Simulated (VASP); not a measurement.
# Cu (P6_3/mmc) in VASP: notebook, part 2 of 2

VASP 6.6.1. The steps go on from the part before.

### 3 Single point, PBE

INCAR reads:

```
SYSTEM = Cu
PREC = Accurate
ENCUT = 520
EDIFF = 1E-7
ISMEAR = -1
SIGMA = 0.1
LREAL = .False.
LASPH = .True.
NELM = 100
ALGO = Normal
ISIF = 2
LWAVE = .False.
LCHARG = .True.
GGA = PE
LELF = .True.
LVHAR = .True.
NBANDS = 18
```

KPOINTS reads:

```
Automatic mesh
0
Gamma
  10 10 6
  0 0 0
```

POSCAR reads:

```
Cu
1.0
    2.5340966698      0.0000000000      0.0000000000
   -1.2670483349      2.1945920917      0.0000000000
    0.0000000000      0.0000000000      4.1125710000
Cu
2
Direct
    0.6666666667      0.3333333333      0.7500000000
    0.3333333333      0.6666666667      0.2500000000
```

Potentials or basis: VASP PAW PBE potentials, release 64 (Cu).

Launch:

```bash
$ cat potpaw_PBE.64/Cu/POTCAR > POTCAR
$ mpirun -np 1 vasp_std > vasp.out
```

OUTCAR:

```text
SYSTEM = Cu
   PREC = Accurate
   ENCUT = 520
   EDIFF = 1E-7
   ISMEAR = -1
   LREAL = .False.
   LASPH = .True.
   NELM = 100
   ISIF = 2
   GGA = PE

 ion  position               nearest neighbor table
   1  0.667  0.333  0.750-   2 2.52   2 2.52   2 2.52   2 2.52   2 2.52   2 2.52
   2  0.333  0.667  0.250-   1 2.52   1 2.52   1 2.52   1 2.52   1 2.52   1 2.52

  LATTYP: Found a hexagonal cell.
 ALAT       =     2.5340966698
 C/A-ratio  =     1.6228942838

  Lattice vectors:

 A1 = (   2.5340966698,   0.0000000000,   0.0000000000)
 A2 = (  -1.2670483349,   2.1945920917,   0.0000000000)
 A3 = (   0.0000000000,   0.0000000000,   4.1125710000)

Analysis of symmetry for initial positions (statically):
=====================================================================
 Subroutine PRICEL returns:
 Original cell was already a primitive cell.

 Routine SETGRP: Setting up the symmetry group for a
 hexagonal supercell.

 Subroutine GETGRP returns: Found 24 space group operations
 (whereof 12 operations were pure point group operations)
 out of a pool of 24 trial point group operations.

The static configuration has the point symmetry D_3d.
 The point group associated with its full space group is D_6h.

Analysis of symmetry for dynamics (positions and initial velocities):
=====================================================================
 Subroutine PRICEL returns:
 Original cell was already a primitive cell.

 Routine SETGRP: Setting up the symmetry group for a
 hexagonal supercell.

 Subroutine GETGRP returns: Found 24 space group operations
 (whereof 12 operations were pure point group operations)
 out of a pool of 24 trial point group operations.

[... 107 lines left out ...]
   ISIF   =      2    stress and relaxation
   ISYM   =      2    0-nonsym 1-usesym 2-fastsym
   POTIM  = 0.5000    time-step for ionic-motion
   TEBEG  =    0.0;   TEEND  =   0.0 temperature during run
   PSTRESS=    0.0 pullay stress
   NELECT =      22.0000    total number of electrons
   NUPDOWN=      -1.0000    fix difference up-down
   EMIN   =  10.00;   EMAX   =-10.00  energy-range for DOS
   EFERMI =   0.00;   METHOD = LEGACY
   ISMEAR =    -1;   SIGMA  =   0.10  broadening in eV -4-tet -1-fermi 0-gaus
   EFERMI_NEDOS =   21; number of points for ismear=-14 and -15
   IALGO  =     38    algorithm
   IMIX   =      4    mixing-type and parameters
     AMIX     =   0.40;   BMIX     =  1.00
     AMIX_MAG =   1.60;   BMIX_MAG =  1.00
  volume/ion in A,a.u.               =      11.44        77.17
  Fermi-wavevector in a.u.,A,eV,Ry     =   1.616041  3.053874 35.532800  2.611587
  Thomas-Fermi vector in A             =   2.710691
   LORBIT       =      0    0 simple, 1 ext, 2 COOP (PROOUT), +10 PAW based schemes
   GGA     = PE    functional components
   LHFCALC =     F    Hartree Fock is set to
   AEXX    =    0.0000 exact exchange contribution
   IVDW    =     0    specifies the selected vdW correction
   LEPSILON=     F    determine dielectric tensor
   LRPA    =     F    only Hartree local field effects (RPA)
 non-spin polarized calculation
  energy-cutoff  :      520.00
  volume of cell :       22.87
 maximum number of plane-waves:       640
 NGX is ok and might be reduce to    20
   NGX =  9   NGY =  9   NGZ = 15

 number of electron      21.9999979 magnetization

 Free energy of the ion-electron system (eV)
  ---------------------------------------------------
  ext. energy  EPLUGINS =         0.00000000
  ---------------------------------------------------
  free energy    TOTEN  =        -7.40861590 eV

  energy without entropy =       -7.38004382  energy(sigma->0) =       -7.39432986

 E-fermi :   7.9245     XC(G=0): -12.9139

 val. band max:        7.9116379530   @ k =   0.3000   0.0000   0.3333
 cond. band min:       7.9361545105   @ k =   0.4000   0.1000   0.3333
 fundamental gap:      0.0245165575
 Fermi energy:         7.9244879759

 k-point     1 :       0.0000    0.0000    0.0000
  band No.  band energies     occupation
      1      -1.6078      2.00000
      2       2.7400      2.00000
      3       4.8804      2.00000
      4       4.9224      2.00000
      5       4.9224      2.00000
      6       5.1458      2.00000
[... 481 lines left out ...]
      5       4.8040      2.00000
      6       5.2387      2.00000
[... 10 lines left out ...]
     17      22.5780      0.00000
     18      25.5452      0.00000

 [... further k-points ...]
[... 5 lines left out ...]
  --------------------------------------------------------------------------------------
  -------------------------------------------------------------------------------------
  Total        1.1115689      1.1115689      1.1858734      0.0000000      0.0000000      0.0000000
  in kB       77.8675602     77.8675602     83.0727340      0.0000000      0.0000000      0.0000000
  external PRESSURE =      79.6026181 kB  Pullay stress =       0.0000000 kB

 VOLUME and BASIS-vectors are now :
 -----------------------------------------------------------------------------
  energy-cutoff  :      520.00
  volume of cell :       22.87
      direct lattice vectors                 reciprocal lattice vectors
     2.534096670  0.000000000  0.000000000     0.394617937  0.227832772  0.000000000
    -1.267048335  2.194592092  0.000000000     0.000000000  0.455665544  0.000000000
     0.000000000  0.000000000  4.112571000     0.000000000  0.000000000  0.243156896

 POSITION                                       TOTAL-FORCE (eV/Angst)
 -----------------------------------------------------------------------------------
      1.26705      0.73153      3.08443         0.000000     -0.000000      0.000000
     -0.00000      1.46306      1.02814        -0.000000      0.000000      0.000000
 -----------------------------------------------------------------------------------
    total drift:                               -0.000000      0.000000     -0.000000

  FREE ENERGIE OF THE ION-ELECTRON SYSTEM (eV)
  ---------------------------------------------------
  free  energy   TOTEN  =        -7.4086159029 eV

  energy  without entropy=       -7.3800438156  energy(sigma->0) =       -7.39432986
```

Wall time 13 s (1 thread of Intel Xeon Platinum 8488C (Sapphire Rapids), shared host); peak memory 0.14 GiB.

Results:

```yaml
Free_energy: -7.4086 eV
Pressure: 8.0 GPa
Band_gap_on_the_k_mesh: zero (band 11 reaches 11.10 eV, above the bottom of band 12 at 5.99 eV)
```

### 4 Single point, LDA

INCAR reads:

```
  ALGO = Normal
  EDIFF = 1E-6
  ENCUT = 520
  GGA = CA
  ISIF = 2
  ISMEAR = 0
  LASPH = T
  LCHARG = F
  LREAL = F
  LWAVE = F
  NBANDS = 18
  NELM = 80
  PREC = Accurate
  SIGMA = 0.05
```

KPOINTS reads:

```
k-points
0
Gamma
  10 10 6
```

POSCAR is that of step 3.

Potentials or basis: VASP PAW LDA potentials, release 64 (Cu).

Launch:

```bash
$ cat potpaw_LDA.64/Cu/POTCAR > POTCAR
$ mpirun -np 1 vasp_std > vasp.out
```

It took 11 s on 1 thread of Intel Xeon Platinum 8488C (Sapphire Rapids), shared host; peak memory 0.13 GiB.

It converged, with:

- Free energy: -9.3565 eV
- Pressure: -7.0 GPa
- Band gap on the k mesh: zero (band 11 reaches 10.86 eV, above the bottom of band 12 at 5.72 eV)

Stress tensor (GPa, compression positive):
```
-6.97  0.00  0.00
 0.00 -6.97  0.00
 0.00  0.00 -7.10
```

Levels at points of the mesh, in eV from the Fermi level:
| k point | band 7 | band 8 | band 9 | band 10 | band 11 | band 12 | band 13 | band 14 | band 15 | band 16 |
| --- | --- | --- | --- | --- | --- | --- | --- | --- | --- | --- |
| (0.00, 0.00, 0.00) | -2.80 | -2.52 | -2.52 | -1.71 | -1.71 | -0.93 | 4.06 | 21.72 | 22.04 | 22.04 |
| (0.50, 0.00, 0.00) | -2.76 | -1.62 | -1.56 | -1.52 | 0.07 | 1.66 | 8.00 | 8.39 | 11.05 | 11.38 |
| (0.00, 0.00, 0.50) | -3.07 | -3.07 | -1.95 | -1.95 | -1.95 | -1.95 | 12.95 | 12.95 | 22.41 | 22.41 |
| (0.50, 0.00, 0.50) | -1.90 | -1.90 | -1.56 | -1.56 | 0.54 | 0.54 | 5.05 | 5.05 | 16.37 | 16.37 |

### 5 Single point, LDA

INCAR reads:

```
SYSTEM = Cu
PREC = Accurate ; ENCUT = 520
EDIFF = 1E-6 ; ISMEAR = 0
SIGMA = 0.05 ; LREAL = .FALSE.
LASPH = .TRUE. ; NELM = 80
ALGO = Fast ; ISIF = 2
LWAVE = .FALSE. ; LCHARG = .FALSE.
GGA = CA ; NBANDS = 18
```

KPOINTS reads:

```
Automatic mesh
0
G
  10 10 6
  0 0 0
```

POSCAR is that of step 4.

Launch:

```bash
$ cat potpaw_LDA.64/Cu/POTCAR > POTCAR
$ mpirun -np 1 vasp_std > vasp.out
```

Wall time 14 s (1 thread of Intel Xeon Platinum 8488C (Sapphire Rapids), shared host); peak memory 0.13 GiB.

Results (log left out):

```yaml
Free_energy: -9.3565 eV
Pressure: -7.2 GPa
Band_gap_on_the_k_mesh: zero (band 11 reaches 10.86 eV, above the bottom of band 12 at 5.72 eV)
```

Stress tensor (GPa, compression positive):
```
-7.11  0.00  0.00
 0.00 -7.11  0.00
 0.00  0.00 -7.24
```

Levels at points of the mesh, in eV from the Fermi level:
| k point | band 7 | band 8 | band 9 | band 10 | band 11 | band 12 | band 13 | band 14 | band 15 | band 16 |
| --- | --- | --- | --- | --- | --- | --- | --- | --- | --- | --- |
| (0.00, 0.00, 0.00) | -2.80 | -2.52 | -2.52 | -1.71 | -1.71 | -0.93 | 4.06 | 21.72 | 22.04 | 22.04 |
| (0.50, 0.00, 0.00) | -2.76 | -1.62 | -1.56 | -1.52 | 0.07 | 1.66 | 8.00 | 8.39 | 11.05 | 11.38 |
| (0.00, 0.00, 0.50) | -3.07 | -3.07 | -1.95 | -1.95 | -1.95 | -1.95 | 12.95 | 12.95 | 22.41 | 22.41 |
| (0.50, 0.00, 0.50) | -1.90 | -1.90 | -1.56 | -1.56 | 0.54 | 0.54 | 5.05 | 5.05 | 16.37 | 16.37 |

### 6 Single point, LDA

INCAR reads:

```
PREC = Accurate
ENCUT = 520
EDIFF = 1E-6
ISMEAR = 0
SIGMA = 0.05
LREAL = False
LASPH = True
NELM = 60
ALGO = Normal
ISIF = 2
LWAVE = False
LCHARG = False
NBANDS = 18
```

KPOINTS reads:

```
regular mesh
0
Gamma
  10 10 6
```

POSCAR is that of step 5.

Potentials or basis: VASP PAW LDA potentials, release 64 (Cu).

Launch:

```bash
$ cat potpaw_LDA.64/Cu/POTCAR > POTCAR
$ mpirun -np 1 vasp_std > vasp.out
```

OUTCAR:

```text
PREC = Accurate
   ENCUT = 520
   EDIFF = 1E-6
   ISMEAR = 0
   LREAL = False
   LASPH = True
   NELM = 60
   ISIF = 2

 ion  position               nearest neighbor table
   1  0.667  0.333  0.750-   2 2.52   2 2.52   2 2.52   2 2.52   2 2.52   2 2.52
   2  0.333  0.667  0.250-   1 2.52   1 2.52   1 2.52   1 2.52   1 2.52   1 2.52

  LATTYP: Found a hexagonal cell.
 ALAT       =     2.5340966698
 C/A-ratio  =     1.6228942838

  Lattice vectors:

 A1 = (   2.5340966698,   0.0000000000,   0.0000000000)
 A2 = (  -1.2670483349,   2.1945920917,   0.0000000000)
[... 675 lines left out ...]
      5       4.5265      2.00000
      6       4.9626      2.00000
[... 10 lines left out ...]
     17      22.2993      0.00000
     18      25.2871      0.00000

 [... further k-points ...]
[... 5 lines left out ...]
  --------------------------------------------------------------------------------------
  -------------------------------------------------------------------------------------
  Total       -0.9943577     -0.9943577     -1.0137737      0.0000000      0.0000000      0.0000000
  in kB      -69.6566883    -69.6566883    -71.0168161      0.0000000      0.0000000      0.0000000
  external PRESSURE =     -70.1100643 kB  Pullay stress =       0.0000000 kB

 VOLUME and BASIS-vectors are now :
 -----------------------------------------------------------------------------
  energy-cutoff  :      520.00
  volume of cell :       22.87
      direct lattice vectors                 reciprocal lattice vectors
     2.534096670  0.000000000  0.000000000     0.394617937  0.227832772  0.000000000
    -1.267048335  2.194592092  0.000000000     0.000000000  0.455665544  0.000000000
     0.000000000  0.000000000  4.112571000     0.000000000  0.000000000  0.243156896

 POSITION                                       TOTAL-FORCE (eV/Angst)
 -----------------------------------------------------------------------------------
      1.26705      0.73153      3.08443         0.000000      0.000000      0.000000
     -0.00000      1.46306      1.02814        -0.000000      0.000000      0.000000
 -----------------------------------------------------------------------------------
    total drift:                               -0.000000      0.000000     -0.000000

  FREE ENERGIE OF THE ION-ELECTRON SYSTEM (eV)
  ---------------------------------------------------
  free  energy   TOTEN  =        -9.3564569950 eV

  energy  without entropy=       -9.3548425255  energy(sigma->0) =       -9.35564976
```

stdout:

```text
POSCAR found type information on POSCAR Cu
 POSCAR found :  1 types and       2 ions
 scaLAPACK will be used
 LDA part: xc-table for (Slater(with rela. corr.)+CA(PZ))
 , standard interpolation
 POSCAR, INCAR and KPOINTS ok, starting setup
 FFT: planning ... GRIDC
 FFT: planning ... GRID_SOFT
 FFT: planning ... GRID
 WAVECAR not read
 entering main loop
```

Run time: 12 s. Hardware: 1 thread of Intel Xeon Platinum 8488C (Sapphire Rapids), shared host; peak memory 0.13 GiB.

Results:

```
Free energy            : -9.3565 eV
Pressure               : -7.0 GPa
Band gap on the k mesh : zero (band 11 reaches 10.86 eV, above the bottom of band 12 at 5.72 eV)
```

Stress tensor (GPa, compression positive):
```
-6.97  0.00  0.00
 0.00 -6.97  0.00
 0.00  0.00 -7.10
```

Levels at points of the mesh, in eV from the Fermi level:
| k point | band 9 | band 10 | band 11 | band 12 | band 13 | band 14 |
| --- | --- | --- | --- | --- | --- | --- |
| (0.00, 0.00, 0.00) | -2.52 | -1.71 | -1.71 | -0.93 | 4.06 | 21.72 |
| (0.50, 0.00, 0.00) | -1.56 | -1.52 | 0.07 | 1.66 | 8.00 | 8.39 |
| (0.00, 0.00, 0.50) | -1.95 | -1.95 | -1.95 | -1.95 | 12.95 | 12.95 |
| (0.50, 0.00, 0.50) | -1.56 | -1.56 | 0.54 | 0.54 | 5.05 | 5.05 |
